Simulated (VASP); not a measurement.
Ga2C, 3 atoms in the cell. It takes space group P6/mmm (No. 191, hexagonal). Conventional cell: a = 4.330 Å, b = 4.330 Å, c = 2.843 Å, α = 90.00°, β = 90.00°, γ = 120.00°. Within 3.3 Å of Ga (site symmetry -6m2) lie 5 Ga at 2.50 to 2.84 Å and 6 C at 2.88 Å. Within 3.7 Å of C (site symmetry 6/mmm) lie 2 C at 2.84 Å and 12 Ga at 2.88 Å. 

```yaml
Program: VASP 6.6.1
Task: single point
Functional: PBE
Potentials_or_basis: VASP PAW PBE potentials, release 64 (Ga_d, C)
Cutoff: 520 eV
k_mesh: 6 × 6 × 6
Occupations: gaussian, width 0.1 eV
Spin: no spin polarisation
Dipole_correction: no
Further_INCAR_settings: ALGO = Normal; EDIFF = 1e-06; NBANDS = 22
```

Potentials or basis: VASP PAW PBE potentials, release 64 (Ga_d, C).

The run is started by

```console
$ cat potpaw_PBE.64/Ga_d/POTCAR potpaw_PBE.64/C/POTCAR > POTCAR
$ mpirun -np 1 vasp_std > vasp.out
```

Hardware: 1 thread of Intel(R) Xeon(R) 6975P-C (Granite Rapids), with other jobs on the host.

Question: Estimate the wall time of this run.

Answer: Run time: 11 s on 1 thread of Intel(R) Xeon(R) 6975P-C (Granite Rapids), with other jobs on the host, peak memory 0.17 GiB. Counts: scf iterations 12, k points 28.
